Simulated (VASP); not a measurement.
A run of VASP 6.6.1:

The input POSCAR:

```
Yb
1.0
    0.0000000000      2.6096620394      2.6096620394
    2.6096620394      0.0000000000      2.6096620394
    2.6096620394      2.6096620394      0.0000000000
Yb
1
Direct
    0.0000000000      0.0000000000      0.0000000000
```

The input INCAR.step1:

```
SYSTEM = Yb
  PREC = Accurate
  ENCUT = 520
  ISMEAR = 1
  SIGMA = 0.1
  LREAL = .FALSE.
  LASPH = .TRUE.
  NELM = 60
  NBANDS = 18
  GGA = PE
  ALGO = Normal
  EDIFF = 1E-4
  LWAVE = .TRUE.
  LCHARG = .FALSE.
```

The input INCAR.step2:

```
SYSTEM = Yb
  PREC = Accurate
  ENCUT = 520
  EDIFF = 1E-6
  ISMEAR = 1
  SIGMA = 0.1
  LREAL = .FALSE.
  LASPH = .TRUE.
  NELM = 60
  ALGO = Normal
  ISIF = 2
  LWAVE = .FALSE.
  LCHARG = .FALSE.
  METAGGA = R2SCAN
  LMIXTAU = .TRUE.
  NBANDS = 18
  ISTART = 1
```

The input KPOINTS:

```
Automatic mesh
0
G
  10 10 10
  0 0 0
```

Potentials or basis: VASP PAW PBE potentials, release 64 (Yb).

Command:

```console
$ cat potpaw_PBE.64/Yb/POTCAR > POTCAR
$ cp INCAR.step1 INCAR
$ mpirun -np 1 vasp_std > vasp.out
$ cp INCAR.step2 INCAR
$ mpirun -np 1 vasp_std > vasp.out
```

Hardware: 1 thread of AMD EPYC 7R43 64-Core Processor (Zen 3), on a shared host.

Task: Estimate the wall time of this run.

Result: Run time: 9.3 min on 1 thread of AMD EPYC 7R43 64-Core Processor (Zen 3), with other jobs on the host, peak memory 0.16 GiB. Counts: k points 47.
